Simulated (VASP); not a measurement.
Here is a VASP 6.6.1 calculation.

The input INCAR:

```
SYSTEM = BaGa2N2
PREC = Accurate
ENCUT = 520
EDIFF = 1E-6
ISMEAR = -1
SIGMA = 0.1
LREAL = .FALSE.
LASPH = .TRUE.
NELM = 60
ALGO = Normal
ISIF = 2
LWAVE = .FALSE.
LCHARG = .FALSE.
GGA = PE
NBANDS = 31
```

KPOINTS

```
regular mesh
0
G
  8 8 6
  0 0 0
```

Contents of POSCAR:

```
BaGa2N2
1.0
    2.2727940000      3.9365920000      0.0000000000
   -2.2727940000      3.9365920000      0.0000000000
    0.0000000000      0.0000000000      4.9174780000
N Ba Ga
2 1 2
Direct
    0.3333000000      0.3334000000      0.1232000000
    0.6667000000      0.6666000000      0.8768000000
    0.0000000000      0.0000000000      0.0000000000
    0.3333000000      0.3334000000      0.4680000000
    0.6667000000      0.6666000000      0.5320000000
```

Potentials or basis: VASP PAW PBE potentials, release 64 (N, Ba_sv, Ga_d).

Run with:

```bash
$ cat potpaw_PBE.64/N/POTCAR potpaw_PBE.64/Ba_sv/POTCAR potpaw_PBE.64/Ga_d/POTCAR > POTCAR
$ mpirun -np 1 vasp_std > vasp.out
```

Task: Estimate the largest force.

Result: 2.719 eV/Å.

Task: Predict the band gap on the k mesh.

Result: Zero (bands 23 and 24 overlap by 0.40 eV).

Stress tensor (GPa, compression positive):
```
 9.45  0.00  0.00
 0.00  9.45  0.00
 0.00  0.00 29.44
```

Caveat: the stress differs along the axes, from 9 to 29 GPa; spin-orbit coupling is left out, which moves the levels of the heavy elements; forces of over 1 eV/Å act on the atoms, so gaps and moduli don't describe the material at rest.
